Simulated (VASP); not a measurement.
**WSe2: relaxation of the atoms with PBE+D3(BJ)**

System: WSe2, a sheet with vacuum.

```
Se W
1.0
     3.28200    0.00000    0.00000
    -1.64100    2.84230    0.00000
     0.00000    0.00000   27.83000
Se W
4 2
Direct
  0.66667 0.33333 0.32339
  0.66667 0.33333 0.44377
  0.33333 0.66667 0.55623
  0.33333 0.66667 0.67661
  0.33333 0.66667 0.38358
  0.66667 0.33333 0.61642
```

* Program: VASP 6.6.1
* Task: relaxation of the atoms
* Functional: PBE
* Dispersion: D3(BJ)
* Potentials or basis: VASP PAW PBE potentials, release 64 (Se, W_sv)
* Cutoff: 520 eV
* k mesh: 9 × 9 × 1
* Occupations: gaussian, width 0.02 eV
* Spin: no spin polarisation
* Dipole correction: yes
* Further INCAR settings: ALGO = Normal; EDIFF = 1e-07; IBRION = 2; EDIFFG = -0.008; NSW = 100

* Energy gained by relaxing: 1.3 meV/atom
* Ionic steps: 18
* Band gap on the k mesh: 1.37 eV (least direct gap 1.63 eV)
* Dispersion energy per atom: -0.403 eV

Forces on the atoms (eV/Å):
```
Se   0.000  0.000  0.001
Se   0.000  0.000  0.001
Se   0.000  0.000 -0.001
Se   0.000  0.000 -0.001
W    0.000  0.000 -0.003
W    0.000  0.000  0.003
```

The path:
```csv
step,energy change (eV),largest force (eV/Å),pressure (GPa)
1,0.0000,0.2560,0.53
2,-0.0064,0.0467,0.04
3,-0.0065,0.0177,-0.04
4,-0.0065,0.0183,-0.03
5,-0.0065,0.0193,-0.03
6,-0.0066,0.0554,-0.02
7,-0.0066,0.0550,-0.02
8,-0.0066,0.0537,-0.02
9,-0.0067,0.0521,-0.02
10,-0.0068,0.0468,-0.02
11,-0.0071,0.0373,-0.02
12,-0.0074,0.0181,-0.02
13,-0.0077,0.0338,-0.02
14,-0.0078,0.0279,0.04
15,-0.0078,0.0140,0.02
16,-0.0078,0.0137,0.02
17,-0.0078,0.0096,0.05
18,-0.0078,0.0030,0.04
```

Final structure:
```
Se W
1.0
     3.28200    0.00000    0.00000
    -1.64100    2.84230    0.00000
     0.00000    0.00000   27.83000
Se W
4 2
Cartesian
  1.6410 0.9474 9.0229
  1.6410 0.9474 12.3980
  0.0000 1.8949 15.4320
  0.0000 1.8949 18.8071
  0.0000 1.8949 10.7108
  1.6410 0.9474 17.1192
```

Levels at points of the mesh, in eV from the valence-band top:
```
           k point  band 23  band 24  band 25  band 26  band 27  band 28  band 29  band 30
(0.00, 0.00, 0.00)    -1.27    -1.27    -0.74     0.00     2.82     2.82     2.87     2.87
```

Wall time 32 min on 1 thread of Oxide Virtual Turin-like Processor, with other jobs on the host, peak memory 0.37 GiB.

Caveat: spin-orbit coupling is left out, which moves the levels of the heavy elements.
